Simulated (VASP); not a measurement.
Wanted: the native input for a VASP 6.6.1 run.

```
Task                   : single point
Functional             : LDA
Potentials or basis    : VASP PAW LDA potentials, release 64 (Sn_d)
Cutoff                 : 520 eV
k mesh                 : 10 × 10 × 10
Occupations            : fermi-dirac, width 0.1 eV
Spin                   : no spin polarisation
Dipole correction      : no
Further INCAR settings : ALGO = Normal; EDIFF = 1e-07; NBANDS = 21
```

The structure of Sn lies in POSCAR:

```
Sn
1.0
   -2.9196440000      2.9196440000      1.5938000000
    2.9196440000     -2.9196440000      1.5938000000
    2.9196440000      2.9196440000     -1.5938000000
Sn
2
Direct
    0.0000000000      0.0000000000      0.0000000000
    0.7500000000      0.2500000000      0.5000000000
```

These files were run (other wordings do the same):

INCAR

```
PREC = Accurate
ENCUT = 520
EDIFF = 1E-7
ISMEAR = -1
SIGMA = 0.1
LREAL = F
LASPH = T
NELM = 100
ALGO = Normal
ISIF = 2
LWAVE = F
LCHARG = F
NBANDS = 21
```

KPOINTS

```
regular mesh
0
Gamma
  10 10 10
```

Potentials or basis: VASP PAW LDA potentials, release 64 (Sn_d).

Command:

```bash
$ cat potpaw_LDA.64/Sn_d/POTCAR > POTCAR
$ mpirun -np 1 vasp_std > vasp.out
```

It gave:

| Item | Value |
| --- | --- |
| Pressure | -2.0 GPa |
| Band gap on the k mesh | zero (band 14 reaches 9.14 eV, above the bottom of band 15 at 5.29 eV) |

Caveat: spin-orbit coupling is left out, which moves the levels of the heavy elements.

Run time: 87 s on 1 thread of Intel(R) Xeon(R) Platinum 8259CL CPU @ 2.50GHz (Skylake/Cascade Lake), on a shared host, peak memory 0.23 GiB.
